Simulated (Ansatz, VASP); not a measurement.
Two plane-wave programs on AlN

The input INCAR:

```
SYSTEM = AlN
ALGO     = Normal         ! electronic algorithm
EDIFF    = 1E-7           ! SCF threshold, eV
EDIFFG   = -0.01          ! ionic threshold
ENCUT    = 520            ! plane-wave cutoff, eV
IBRION   = 2              ! ionic algorithm
ISIF     = 2              ! what is computed and relaxed
ISMEAR   = 0              ! smearing method
LASPH    = .True.         ! aspherical terms in the spheres
LCHARG   = .False.        ! write CHGCAR
LREAL    = .False.        ! projectors in reciprocal space
LWAVE    = .False.        ! write WAVECAR
NELM     = 100            ! most SCF steps
NSW      = 50             ! ionic steps
PREC     = Accurate       ! precision mode
SIGMA    = 0.05           ! smearing width, eV
```

The input KPOINTS:

```
k-points
0
Gamma
  9 9 6
  0 0 0
```

File POSCAR:

```
AlN
1.0
    3.0577000000      0.0000000000      0.0000000000
   -1.5288500000      2.6480458772      0.0000000000
    0.0000000000      0.0000000000      4.9435842660
Al N
2 2
Direct
    0.3333333333      0.6666666667      0.0015210172
    0.6666666667      0.3333333333      0.5015210172
    0.3333333333      0.6666666667      0.3834789828
    0.6666666667      0.3333333333      0.8834789828
```

Input for Ansatz:

```yaml
crystal:
  lattice:
    - [3.0577, 0.0, 0.0]
    - [-1.52885, 2.6480458772, 0.0]
    - [0.0, 0.0, 4.943584266]
  atoms:
    - { symbol: Al, position: [0.3333333333, 0.6666666667, 0.0015210172] }
    - { symbol: Al, position: [0.6666666667, 0.3333333333, 0.5015210172] }
    - { symbol: "N", position: [0.3333333333, 0.6666666667, 0.3834789828] }
    - { symbol: "N", position: [0.6666666667, 0.3333333333, 0.8834789828] }
basis:
  ecutwfc: 520.0
kpoints:
  mp_grid: { grid: [9, 9, 6] }
hamiltonian:
  xc: lda
  pseudopotentials: { kind: paw, azcp: { folder: soft_1 } }
scf:
  occupations: { method: gaussian, width: 0.05 }
output:
  forces: true
  stress: true
  eigenvalues: true
relax:
  adjacent_minimum: "off"
  f_tol: 0.01
  max_steps: 30
```

Alike in both runs: task relaxation of the atoms; functional LDA; k mesh 9 × 9 × 6; occupations gaussian, width 0.05 eV; no spin polarisation.

```csv
,VASP,Ansatz
version,VASP 6.6.1,Ansatz 0.2.0
potentials or method,"VASP PAW LDA potentials, release 64 (Al, N), cutoff 520 eV","scalar-relativistic, plane waves, PAW"
valence electrons in the cell,16,16
```

Ansatz gave:

| Property | Result |
| --- | --- |
| gap on the k mesh at the Fermi level, each at its own relaxed structure (eV) | 4.65 |

Question: Estimate VASP's values.

Answer: gap on the k mesh at the Fermi level, each at its own relaxed structure (eV): 4.66.

Ansatz warns that its potentials were made for another functional, while VASP's fit it. LDA's correlation is that of Perdew and Zunger in VASP and of Perdew and Wang (1992) in Ansatz. Ansatz's warnings: stress scf threshold loose.
